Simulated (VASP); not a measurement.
Runs of VASP 6.6.1 on CuRu2. The structure is that of space group P6/mmm (No. 191), or close to it. The cells are those of the table. The cell was generated, and may not be a known phase.

| task | cell | k mesh | cutoff (eV) | gap on the mesh (eV) | pressure (GPa) | relaxed volume (Å³/atom) |
| --- | --- | --- | --- | --- | --- | --- |
| relaxation of cell and atoms | relaxed from a = 3.315, b = 3.315, c = 3.705 Å, angles 90.0, 90.0, 120.0°, 3 atoms | 6 × 6 × 6 | 600 | none | 0.3 | (b) |
| relaxation of cell and atoms | relaxed from a = 4.289, b = 4.289, c = 2.592 Å, angles 90.0, 90.0, 120.0°, 3 atoms | 12 × 12 × 18 | 600 | none | 0.0 | 13.77 |
| single point | a = 3.315, b = 3.315, c = 3.705 Å, angles 90.0, 90.0, 120.0°, 3 atoms | 6 × 6 × 6 | 520 | none | (a) | - |
| single point | a = 4.289, b = 4.289, c = 2.592 Å, angles 90.0, 90.0, 120.0°, 3 atoms | 6 × 6 × 6 | 520 | none | 0.2 | - |
| single point | a = 4.296, b = 4.296, c = 2.584 Å, angles 90.0, 90.0, 120.0°, 3 atoms | 12 × 12 × 18 | 520 | none | 0.1 | - |

Alike in all rows: level PBE; potentials or basis VASP PAW PBE potentials, release 64 (Cu, Ru_pv); no spin polarisation; smearing gaussian 0.1 eV.

**Question.** Fill in the values left out.

**Answer.** (a) 194.6; (b) 13.74.

Caveats: some runs use coarse meshes; the volume moved by over 15 % at a fixed basis, so the end points are rough (at least some runs); atoms lie so close that the PAW spheres overlap strongly, which falsifies energies and pressures (at least some runs).

A k mesh can miss the band edges, and the runs leave out spin-orbit coupling on Ru.

A gap of «none» marks levels without a gap at the run's occupations.
